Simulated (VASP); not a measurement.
Runs of VASP 6.6.1 on Br. The structure is that of space group P6_3/mmc (No. 194), or close to it. The cells are those of the table. 

```tsv
cell	gap on the mesh (eV)	pressure (GPa)
a = 2.810, b = 2.810, c = 5.873 Å, angles 90.0, 90.0, 120.0°, 2 atoms	none	(a)
a = 3.024, b = 3.024, c = 9.127 Å, angles 90.0, 90.0, 120.0°, 2 atoms	none	0.0
a = 2.716, b = 2.716, c = 4.853 Å, angles 90.0, 90.0, 120.0°, 2 atoms	none	60.1
a = 2.760, b = 2.760, c = 5.182 Å, angles 90.0, 90.0, 120.0°, 2 atoms	none	40.1
```

Alike in all rows: task single point; level PBE; potentials or basis VASP PAW PBE potentials, release 64 (Br); no spin polarisation; k mesh 16 × 16 × 9; cutoff (eV) 520; smearing fermi-dirac 0.02 eV.

Q: Fill in the values left out.

A: (a) 20.0.

Caveats: the cell stands under pressure (at least some runs); this functional lacks dispersion, which binds layers or chains, so the pressure and a relaxed spacing across them are unreliable (at least some runs).

A k mesh can miss the band edges, and the runs leave out spin-orbit coupling on Br.

A gap of «none» marks levels without a gap at the run's occupations.
